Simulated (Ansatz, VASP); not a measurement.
Sr2I: VASP beside Ansatz

Contents of INCAR:

```
ALGO     = Normal         # electronic algorithm
EDIFF    = 1E-6           # SCF threshold, eV
ENCUT    = 520            # plane-wave cutoff, eV
GGA      = PE             # functional
ISIF     = 2              # what is computed and relaxed
ISMEAR   = 0              # smearing method
LASPH    = True           # aspherical terms in the spheres
LCHARG   = False          # write CHGCAR
LREAL    = False          # projectors in reciprocal space
LWAVE    = False          # write WAVECAR
NBANDS   = 36             # bands
NELM     = 100            # most SCF steps
PREC     = Accurate       # precision mode
SIGMA    = 0.2            # smearing width, eV
```

The input KPOINTS:

```
k-points
0
Gamma
  6 6 2
```

File POSCAR:

```
Sr2I
1.0
    4.3349793008      0.0000000289      0.0000000000
   -2.1674896754      3.7542021849      0.0000000000
    0.0000000000      0.0000000000     16.8944746000
Sr I
4 2
Direct
    0.3333333333      0.6666666667      0.4006825000
    0.3333333333      0.6666666667      0.9006825000
    0.6666666667      0.3333333333      0.0993175000
    0.6666666667      0.3333333333      0.5993175000
    0.0000000000      0.0000000000      0.2500000000
    0.0000000000      0.0000000000      0.7500000000
```

Input for Ansatz:

```yaml
crystal:
  lattice:
    - [4.3349793008, 2.89e-08, 0.0]
    - [-2.1674896754, 3.7542021849, 0.0]
    - [0.0, 0.0, 16.8944746]
  atoms:
    - { symbol: Sr, position: [0.3333333333, 0.6666666667, 0.4006825] }
    - { symbol: Sr, position: [0.3333333333, 0.6666666667, 0.9006825] }
    - { symbol: Sr, position: [0.6666666667, 0.3333333333, 0.0993175] }
    - { symbol: Sr, position: [0.6666666667, 0.3333333333, 0.5993175] }
    - { symbol: I, position: [0.0, 0.0, 0.25] }
    - { symbol: I, position: [0.0, 0.0, 0.75] }
basis:
  ecutwfc: 420
kpoints:
  mp_grid: { grid: [6, 6, 2] }
hamiltonian:
  xc: pbe
scf:
  occupations: { method: gaussian, width: 0.2 }
  lower_state_search: "off"
output:
  forces: true
  stress: true
  eigenvalues: true
```

Alike in both runs: task single point; functional PBE; k mesh 6 × 6 × 2; occupations gaussian, width 0.2 eV; no spin polarisation.

|  | VASP | Ansatz |
| --- | --- | --- |
| version | VASP 6.6.1 | Ansatz 0.2.0 |
| potentials or method | VASP PAW PBE potentials, release 64 (Sr_sv, I), cutoff 520 eV | scalar-relativistic, plane waves, PAW |
| valence electrons in the cell | 54 | 74 |

Ansatz gave:

* gap on the k mesh at the Fermi level (eV): none
* pressure (GPa): 0.0
* traceless stress, the component that is largest in VASP (GPa): -0.05
* rms of the force components (eV/Å): 0.007

Q: What did VASP give for the same quantities?

A: gap on the k mesh at the Fermi level (eV): none; pressure (GPa): 0.0; traceless stress, the component that is largest in VASP (GPa): -0.05; rms of the force components (eV/Å): 0.006.

Atom by atom the forces differ by 0.001 eV/Å (rms over components). A gap of «none» marks a metal or a gap that the smearing closes. VASP's potentials hold 54 valence electrons a cell and Ansatz's 74, so a difference there can come from the potentials and not from the codes.

Spin-orbit coupling is off throughout.
